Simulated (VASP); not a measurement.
CoSn (e600):

```xyz
6
Lattice="5.2460 0.0000 0.0000 -2.6230 4.5432 0.0000 0.0000 0.0000 4.1876" Properties=species:S:1:pos:R:3 pbc="T T T"
Co   -1.3115    2.2716    0.0000
Co    1.3115    2.2716    0.0000
Co    2.6230    0.0000    0.0000
Sn    2.6230    1.5144    2.0938
Sn    0.0000    3.0288    2.0938
Sn    0.0000    0.0000    0.0000
```

- Program: VASP 6.6.1
- Task: relaxation of cell and atoms
- Functional: PBE
- Potentials or basis: VASP PAW PBE potentials, release 64 (Co, Sn_d)
- Cutoff: 600 eV
- k mesh: 9 × 9 × 8
- Occupations: gaussian, width 0.1 eV
- Spin: no spin polarisation

At the start: pressure 3.9 GPa; volume 16.63 Å³/atom.

Task: Where does the relaxation end?

Result: Over 6 steps the energy falls by 5.7 meV/atom and the volume is 17.12 Å³/atom (+2.9 %); space group P6/mmm (No. 191, to 0.05 Å).

The path:
```
step  energy change (eV)  largest force (eV/Å)  pressure (GPa)  volume (Å³)
   1              0.0000                0.0000            3.94        99.81
   2              0.0017                0.0000           -3.54       105.83
   3             -0.0343                0.0000            0.01       102.70
   4             -0.0343                0.0000           -0.08       102.76
   5             -0.0343                0.0000            0.06       102.64
   6             -0.0343                0.0000            0.00       102.69
```

Final structure:
```yaml
crystal:
  lattice:
    - [5.29587, 0.00000, 0.00000]
    - [-2.64793, 4.58635, 0.00000]
    - [0.00000, 0.00000, 4.22798]
  atoms:
    - { symbol: Co, position: [0.00000, 0.50000, 0.00000] }
    - { symbol: Co, position: [0.50000, 0.50000, 0.00000] }
    - { symbol: Co, position: [0.50000, 0.00000, 0.00000] }
    - { symbol: Sn, position: [0.66667, 0.33333, 0.50000] }
    - { symbol: Sn, position: [0.33333, 0.66667, 0.50000] }
    - { symbol: Sn, position: [0.00000, 0.00000, 0.00000] }
```
